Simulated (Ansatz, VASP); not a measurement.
**Fe3Pt2 in VASP and in Ansatz**

```
Fe Pt
1.0
     2.13878    1.23483    4.35906
    -2.13878    1.23483    4.35906
     0.00000   -2.46966    4.35906
Fe Pt
3 2
Direct
  0.00000 0.00000 0.00000
  0.40622 0.40622 0.40622
  0.59378 0.59378 0.59378
  0.78677 0.78677 0.78677
  0.21323 0.21323 0.21323
```

Alike in both runs: functional PBE; k mesh 6 × 6 × 6; occupations gaussian, width 0.1 eV; collinear spin.

Ansatz relaxed the structure, and its values are those at the end. VASP's run is a single point on that final structure, the one shown.

|  | VASP | Ansatz |
| --- | --- | --- |
| version | VASP 6.6.1 | Ansatz 0.2.0 |
| potentials or method | VASP PAW PBE potentials, release 64 (Fe, Pt), cutoff 520 eV | scalar-relativistic, plane waves, PAW |
| valence electrons in the cell | 44 | 84 |

|  | VASP | Ansatz | Ansatz less VASP |
| --- | --- | --- | --- |
| gap on the k mesh at the Fermi level (eV) | none | none | - |
| pressure (GPa) | -0.1 | 0.2 | +0.38 |
| rms of the force components (eV/Å) | 0.011 | 0.014 | +0.0028 |
| net moment per atom (μB) | 1.90 | 1.90 | +0.001 |
| size of the moment on the site where the two differ most (μB) | 0.38 | 0.44 | +0.062 |

Site moments also hang on the region over which each program counts them. A gap of «none» marks a metal or a gap that the smearing closes. VASP's potentials hold 44 valence electrons a cell and Ansatz's 84, so a difference there can come from the potentials and not from the codes.

Neither program's run includes spin-orbit coupling.
